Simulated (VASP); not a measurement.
# C in VASP: further runs

C is run at these levels: PBE+D3(BJ); tasks: single point, relaxation of cell and atoms.

Program: VASP 6.6.1. These are calculated values, not measurements. Logs are shortened: lines on timing, memory, paths and dates and some standing lists are left out, and cuts for length are marked.

### Step 1. The cell of the first run

The structure is hexagonal, space group P6_3/mmc (No. 194). The conventional cell has a = 2.429 Å, b = 2.429 Å, c = 5.443 Å, α = 90.00°, β = 90.00°, γ = 120.00°. C (site symmetry -6m2) has 3 C at 1.40 Å within 1.9 Å. C (site symmetry -6m2) has 3 C at 1.40 Å within 1.9 Å.

### Step 2. Single point, PBE+D3(BJ)

The input, INCAR:

```
ALGO     = Normal         # electronic algorithm
EDIFF    = 1E-6           # SCF threshold, eV
ENCUT    = 520            # plane-wave cutoff, eV
GGA      = PE             # functional
ISIF     = 2              # what is computed and relaxed
ISMEAR   = -1             # smearing method
IVDW     = 12             # dispersion correction
LASPH    = True           # aspherical terms in the spheres
LCHARG   = True           # write CHGCAR
LELF     = True           # ELF
LREAL    = False          # projectors in reciprocal space
LVHAR    = True         
LWAVE    = False          # write WAVECAR
NBANDS   = 16             # bands
NELM     = 100            # most SCF steps
PREC     = Accurate       # precision mode
SIGMA    = 0.15           # smearing width, eV
```

The input, KPOINTS:

```
k-points
0
Gamma
  18 18 8
```

The input, POSCAR:

```
C
1.0
    2.4293483234      0.0000000000      0.0000000000
   -1.2146741617      2.1038773627      0.0000000000
    0.0000000000      0.0000000000      5.4427911403
C
4
Direct
    0.0000000000      0.0000000000      0.0025000000
    0.0000000000      0.0000000000      0.5025000000
    0.3333333333      0.6666666667      0.0025000000
    0.6666666667      0.3333333333      0.5025000000
```

Potentials or basis: VASP PAW PBE potentials, release 64 (C).

Command:

```bash
> cat potpaw_PBE.64/C/POTCAR > POTCAR
> mpirun -np 1 vasp_std > vasp.out
```

OUTCAR:

```text
EDIFF = 1E-6
   ENCUT = 520
   GGA = PE
   ISIF = 2
   ISMEAR = -1
   IVDW = 12
   LASPH = True
   LREAL = False
   NELM = 100
   PREC = Accurate
 IVDW          = 12

 ion  position               nearest neighbor table
   1  0.000  0.000  0.002-   3 1.40   3 1.40   3 1.40
   2  0.000  0.000  0.502-   4 1.40   4 1.40   4 1.40
   3  0.333  0.667  0.002-   1 1.40   1 1.40   1 1.40
   4  0.667  0.333  0.502-   2 1.40   2 1.40   2 1.40

  LATTYP: Found a hexagonal cell.
 ALAT       =     2.4293483234
 C/A-ratio  =     2.2404325835

  Lattice vectors:

 A1 = (   2.4293483234,   0.0000000000,   0.0000000000)
 A2 = (  -1.2146741617,   2.1038773627,   0.0000000000)
 A3 = (   0.0000000000,   0.0000000000,   5.4427911403)

Analysis of symmetry for initial positions (statically):
=====================================================================
 Subroutine PRICEL returns:
 Original cell was already a primitive cell.

 Routine SETGRP: Setting up the symmetry group for a
 hexagonal supercell.

 Subroutine GETGRP returns: Found 24 space group operations
 (whereof  6 operations were pure point group operations)
 out of a pool of 24 trial point group operations.

The static configuration has the point symmetry C_3v.
 The point group associated with its full space group is D_6h.

Analysis of symmetry for dynamics (positions and initial velocities):
=====================================================================
 Subroutine PRICEL returns:
 Original cell was already a primitive cell.

 Routine SETGRP: Setting up the symmetry group for a
 hexagonal supercell.

 Subroutine GETGRP returns: Found 24 space group operations
 (whereof  6 operations were pure point group operations)
 out of a pool of 24 trial point group operations.

The dynamic configuration has the point symmetry C_3v.
 The point group associated with its full space group is D_6h.

 Subroutine INISYM returns: Found 24 space group operations
 (whereof  6 operations are pure point group operations),
 and found     1 'primitive' translations

----------------------------------------------------------------------------------------

                                     Primitive cell

  volume of cell :      27.8184

  direct lattice vectors                    reciprocal lattice vectors
     2.429348323  0.000000000  0.000000000     0.411633025  0.237656438  0.000000000
    -1.214674162  2.103877363  0.000000000     0.000000000  0.475312876  0.000000000
     0.000000000  0.000000000  5.442791140     0.000000000  0.000000000  0.183729262

  length of vectors
     2.429348323  2.429348323  5.442791140     0.475312876  0.475312876  0.183729262

  position of ions in fractional coordinates (direct lattice)
     0.000000000  0.000000000  0.002500000
     0.000000000  0.000000000  0.502500000
     0.333333333  0.666666667  0.002500000
     0.666666667  0.333333333  0.502500000

  ion indices of the primitive-cell ions
   primitive index   ion index
                 1           1
                 2           2
                 3           3
                 4           4

----------------------------------------------------------------------------------------

 KPOINTS: k-points

Automatic generation of k-mesh.
 Grid dimensions read from file:
 generate k-points for:   18   18    8

 Generating k-lattice:

  Cartesian coordinates                     Fractional coordinates (reciprocal lattice)
     0.022868501  0.013203135  0.000000000     0.055555556  0.000000000  0.000000000
     0.000000000  0.026406271  0.000000000     0.000000000  0.055555556  0.000000000
     0.000000000  0.000000000  0.022966158     0.000000000  0.000000000  0.125000000

  Length of vectors
     0.026406271  0.026406271  0.022966158

  Shift w.r.t. Gamma in fractional coordinates (k-lattice)
     0.000000000  0.000000000  0.000000000

 Subroutine IBZKPT returns following result:
 ===========================================

 Found    185 irreducible k-points:

 Following reciprocal coordinates:
            Coordinates               Weight
  0.000000  0.000000  0.000000      1.000000
  0.055556 -0.000000  0.000000      6.000000
  0.111111 -0.000000  0.000000      6.000000
  0.166667 -0.000000  0.000000      6.000000
  0.222222 -0.000000  0.000000      6.000000
  0.277778  0.000000  0.000000      6.000000
[... 16 lines left out ...]
  0.333333  0.111111  0.000000     12.000000
  0.388889  0.111111  0.000000     12.000000
 [... further k-points ...]
   k-points           NKPTS =    185   k-points in BZ     NKDIM =    185   number of bands    NBANDS=     16
   number of dos      NEDOS =    301   number of ions     NIONS =      4
   total plane-waves  NPLWV =  12960
   dimension x,y,z NGX =    18 NGY =   18 NGZ =   40
   dimension x,y,z NGXF=    36 NGYF=   36 NGZF=   80
   ions per type =               4
   NGX,Y,Z   is equivalent  to a cutoff of  12.32, 12.32, 12.22 a.u.
   NGXF,Y,Z  is equivalent  to a cutoff of  24.64, 24.64, 24.44 a.u.
 SYSTEM =  unknown system
   PREC   = accura    normal or accurate (medium, high low for compatibility)
   ISTART =      0    job   : 0-new  1-cont  2-samecut
   ICHARG =      2    charge: 1-file 2-atom 10-const
   ISPIN  =      1    spin polarized calculation?
   LNONCOLLINEAR =      F non collinear calculations
   LSORBIT =      F    spin-orbit coupling
   LASPH  =      T    aspherical Exc in radial PAW
   ENCUT  =  520.0 eV  38.22 Ry    6.18 a.u.   4.52  4.52 10.12*2*pi/ulx,y,z
   NELM   =    100;   NELMIN=  2; NELMDL= -5     # of ELM steps
   EDIFF  = 0.1E-05   stopping-criterion for ELM
   LREAL  =      F    real-space projection
   EDIFFG = 0.1E-04   stopping-criterion for IOM
   NSW    =      0    number of steps for IOM
   IBRION =     -1    ionic relax: 0-MD 1-quasi-New 2-CG
   NFREE  =      0    steps in history (QN), initial steepest desc. (CG)
   ISIF   =      2    stress and relaxation
   ISYM   =      2    0-nonsym 1-usesym 2-fastsym
   POTIM  = 0.5000    time-step for ionic-motion
   TEBEG  =    0.0;   TEEND  =   0.0 temperature during run
   PSTRESS=    0.0 pullay stress
   NELECT =      16.0000    total number of electrons
   NUPDOWN=      -1.0000    fix difference up-down
   EMIN   =  10.00;   EMAX   =-10.00  energy-range for DOS
   EFERMI =   0.00;   METHOD = LEGACY
   ISMEAR =    -1;   SIGMA  =   0.15  broadening in eV -4-tet -1-fermi 0-gaus
   EFERMI_NEDOS =   21; number of points for ismear=-14 and -15
   IALGO  =     38    algorithm
   IMIX   =      4    mixing-type and parameters
     AMIX     =   0.40;   BMIX     =  1.00
     AMIX_MAG =   1.60;   BMIX_MAG =  1.00
  volume/ion in A,a.u.               =       6.95        46.93
  Fermi-wavevector in a.u.,A,eV,Ry     =   1.361458  2.572782 25.219316  1.853567
  Thomas-Fermi vector in A             =   2.488032
   LORBIT       =      0    0 simple, 1 ext, 2 COOP (PROOUT), +10 PAW based schemes
   GGA     = PE    functional components
   LHFCALC =     F    Hartree Fock is set to
   AEXX    =    0.0000 exact exchange contribution
   IVDW    =    12    specifies the selected vdW correction
   LEPSILON=     F    determine dielectric tensor
   LRPA    =     F    only Hartree local field effects (RPA)
 non-spin polarized calculation
  energy-cutoff  :      520.00
  volume of cell :       27.82
 maximum number of plane-waves:       770
   NGX =  9   NGY =  9   NGZ = 21

 number of electron      15.9999998 magnetization

 Free energy of the ion-electron system (eV)
  ---------------------------------------------------
  ext. energy  EPLUGINS =         0.00000000
  ---------------------------------------------------
  free energy    TOTEN  =       -36.28618029 eV

  energy without entropy =      -36.27932774  energy(sigma->0) =      -36.28275401

 E-fermi :   7.0100     XC(G=0): -11.8613

 val. band max:        6.9766611407   @ k =   0.3333   0.3333   0.5000
 cond. band min:       7.0215818952   @ k =   0.3333   0.3333   0.3750
 fundamental gap:      0.0449207545
 Fermi energy:         7.0100450540

 k-point     1 :       0.0000    0.0000    0.0000
  band No.  band energies     occupation
      1     -13.4354      2.00000
      2     -12.1944      2.00000
      3      -2.9827      2.00000
      4       1.9995      2.00000
      5       4.0221      2.00000
      6       4.0221      2.00000
[... 8 lines left out ...]
     15      19.4756      0.00000
     16      20.0811      0.00000

 k-point     2 :       0.0556   -0.0000    0.0000
  band No.  band energies     occupation
      1     -13.3583      2.00000
      2     -12.1216      2.00000
      3      -2.8888      2.00000
      4       2.0810      2.00000
      5       3.6982      2.00000
      6       3.8434      2.00000
[... 8 lines left out ...]
     15      19.2186      0.00000
     16      20.2107      0.00000

 k-point     3 :       0.1111   -0.0000    0.0000
  band No.  band energies     occupation
      1     -13.1272      2.00000
      2     -11.9038      2.00000
      3      -2.6077      2.00000
      4       2.3238      2.00000
      5       2.8187      2.00000
      6       3.0656      2.00000
[... 8 lines left out ...]
     15      18.4965      0.00000
     16      20.6119      0.00000

 k-point     4 :       0.1667   -0.0000    0.0000
  band No.  band energies     occupation
      1     -12.7432      2.00000
      2     -11.5417      2.00000
      3      -2.1417      2.00000
      4       1.5648      2.00000
      5       1.9126      2.00000
      6       2.7220      2.00000
[... 8 lines left out ...]
     15      18.4777      0.00000
     16      21.2319      0.00000
[... 324 lines left out ...]
 k-point    22 :       0.2778    0.1111    0.0000
  band No.  band energies     occupation
      1     -10.4769      2.00000
      2      -9.4060      2.00000
      3      -2.8870      2.00000
      4      -2.2836      2.00000
      5       0.1387      2.00000
      6       0.5131      2.00000
[... 8 lines left out ...]
     15      22.5710      0.00000
     16      23.1400      0.00000

 k-point    23 :       0.3333    0.1111    0.0000
  band No.  band energies     occupation
      1      -9.5202      2.00000
      2      -8.5081      2.00000
      3      -4.3490      2.00000
      4      -3.6513      2.00000
      5      -0.2562      2.00000
      6       0.1428      2.00000
[... 8 lines left out ...]
     15      22.4597      0.00000
     16      23.2390      0.00000

 k-point    24 :       0.3889    0.1111    0.0000
  band No.  band energies     occupation
      1      -8.4509      2.00000
      2      -7.5280      2.00000
      3      -5.7061      2.00000
      4      -4.9580      2.00000
      5      -0.4938      2.00000
      6      -0.0830      2.00000
[... 8 lines left out ...]
     15      21.9934      0.00000
     16      23.0204      0.00000

 [... further k-points ...]

------------------------ aborting loop because EDIFF is reached ----------------------------------------

 Edisp (eV)   -0.77273

 E8    (eV) :    -0.2232

  FORCE on cell =-STRESS in cart. coord.  units (eV):
  Direction    XX          YY          ZZ          XY          YZ          ZX
  --------------------------------------------------------------------------------------
  -------------------------------------------------------------------------------------
  Total       4.49784     4.49784     4.31691    -0.00000    -0.00000     0.00000
  in kB     259.04942   259.04942   248.62911    -0.00000    -0.00000     0.00000
  external pressure =      255.58 kB  Pullay stress =        0.00 kB

 VOLUME and BASIS-vectors are now :
 -----------------------------------------------------------------------------
  energy-cutoff  :      520.00
  volume of cell :       27.82
      direct lattice vectors                 reciprocal lattice vectors
     2.429348323  0.000000000  0.000000000     0.411633025  0.237656438  0.000000000
    -1.214674162  2.103877363  0.000000000     0.000000000  0.475312876  0.000000000
     0.000000000  0.000000000  5.442791140     0.000000000  0.000000000  0.183729262

 POSITION                                       TOTAL-FORCE (eV/Angst)
 -----------------------------------------------------------------------------------
      0.00000      0.00000      0.01361         0.000000      0.000000     -0.000000
      0.00000      0.00000      2.73500        -0.000000     -0.000000     -0.000000
     -0.00000      1.40258      0.01361        -0.000000      0.000000      0.000000
      1.21467      0.70129      2.73500         0.000000      0.000000      0.000000
 -----------------------------------------------------------------------------------
    total drift:                               -0.000000     -0.000000      0.000015

  FREE ENERGIE OF THE ION-ELECTRON SYSTEM (eV)
  ---------------------------------------------------
  free  energy   TOTEN  =       -37.0589074227 eV

  energy  without entropy=      -37.0520548749  energy(sigma->0) =      -37.05548115
```

Wall time 30 s (1 thread of Intel Xeon 6975P-C (Granite Rapids), shared host); peak memory 0.18 GiB.

Results:

| Property | Result |
| --- | --- |
| Free energy | -37.0589 eV |
| Pressure | 25.6 GPa |
| Band gap on the k mesh | zero (band 8 reaches 7.02 eV, above the bottom of band 9 at 6.79 eV) |
| Dispersion energy per atom | -0.193 eV |

Caveat: pairwise dispersion overbinds metals, which lowers pressure and volume.

(Part 1 of 2 ends here.)
